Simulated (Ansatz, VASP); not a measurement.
P in VASP and in Ansatz

Contents of INCAR:

```
PREC     = Accurate       # precision mode
ENCUT    = 520            # plane-wave cutoff, eV
EDIFF    = 1E-6           # SCF threshold, eV
ISMEAR   = 0              # smearing method
SIGMA    = 0.1            # smearing width, eV
LREAL    = False          # projectors in reciprocal space
LASPH    = True           # aspherical terms in the spheres
NELM     = 80             # most SCF steps
ALGO     = Normal         # electronic algorithm
ISIF     = 2              # what is computed and relaxed
LWAVE    = False          # write WAVECAR
LCHARG   = False          # write CHGCAR
GGA      = PE             # functional
NBANDS   = 20             # bands
```

The input KPOINTS:

```
regular mesh
0
Gamma
  6 6 6
```

POSCAR

```
P
1.0
    3.4574719200      1.9961723400      2.0497300900
   -3.4574719200      1.9961723400      2.0497300900
    0.0000000000     -3.9923446900      2.0497300900
P
5
Direct
    0.3295443800      0.3295443800      0.3295443800
    0.6704556200      0.6704556200      0.6704556200
    0.6121795600      0.3878204400      0.0000000000
    0.0000000000      0.6121795600      0.3878204400
    0.3878204400      0.0000000000      0.6121795600
```

Input for Ansatz:

```yaml
crystal:
  lattice:
    - [3.45747192, 1.99617234, 2.04973009]
    - [-3.45747192, 1.99617234, 2.04973009]
    - [0.0, -3.99234469, 2.04973009]
  atoms:
    - { symbol: P, position: [0.32954438, 0.32954438, 0.32954438] }
    - { symbol: P, position: [0.67045562, 0.67045562, 0.67045562] }
    - { symbol: P, position: [0.61217956, 0.38782044, 0.0] }
    - { symbol: P, position: [0.0, 0.61217956, 0.38782044] }
    - { symbol: P, position: [0.38782044, 0.0, 0.61217956] }
basis:
  ecutwfc: 420
kpoints:
  mp_grid: { grid: [6, 6, 6] }
hamiltonian:
  xc: pbe
scf:
  occupations: { method: gaussian, width: 0.1 }
  lower_state_search: "off"
output:
  forces: true
  stress: true
  eigenvalues: true
```

Alike in both runs: task single point; functional PBE; k mesh 6 × 6 × 6; occupations gaussian, width 0.1 eV; no spin polarisation.

|  | VASP | Ansatz |
| --- | --- | --- |
| version | VASP 6.6.1 | Ansatz 0.2.0 |
| potentials or method | VASP PAW PBE potentials, release 64 (P), cutoff 520 eV | scalar-relativistic, plane waves, PAW |
| valence electrons in the cell | 25 | 25 |

```tsv
	VASP	Ansatz	Ansatz less VASP
gap on the k mesh at the Fermi level (eV)	none	none	-
pressure (GPa)	23.4	23.9	+0.49
traceless stress, the component that is largest in VASP (GPa)	0.95	1.07	+0.120
rms of the force components (eV/Å)	0.893	0.913	+0.0196
```

Atom by atom the forces differ by 0.021 eV/Å (rms over components). A gap of «none» marks a metal or a gap that the smearing closes. The functional is the same, so the differences come from potentials, cutoffs and numerics.
